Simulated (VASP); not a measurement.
Input of a VASP 6.6.1 run:

File INCAR:

```
PREC = Accurate
ENCUT = 520
EDIFF = 1E-6
ISMEAR = 0
SIGMA = 0.15
LREAL = F
LASPH = T
NELM = 80
ALGO = Fast
ISIF = 2
LWAVE = F
LCHARG = F
GGA = CA
NBANDS = 16
```

The input KPOINTS:

```
Automatic mesh
0
Gamma
  10 10 14
```

File POSCAR:

```
Al2Cu
1.0
    4.1366000000      0.0000000000      0.0000000000
    0.0000000000      4.1366000000      0.0000000000
    0.0000000000      0.0000000000      2.7461000000
Al Cu
2 1
Direct
    0.5000000000      0.0000000000      0.5000000000
    0.0000000000      0.5000000000      0.5000000000
    0.0000000000      0.0000000000      0.0000000000
```

Potentials or basis: VASP PAW LDA potentials, release 64 (Al, Cu).

Run with:

```console
$ cat potpaw_LDA.64/Al/POTCAR potpaw_LDA.64/Cu/POTCAR > POTCAR
$ mpirun -np 1 vasp_std > vasp.out
```

Predict the pressure.

-1.3 GPa.

Stress tensor (GPa, compression positive):
```
-2.53  0.00  0.00
 0.00 -2.53  0.00
 0.00  0.00  1.06
```
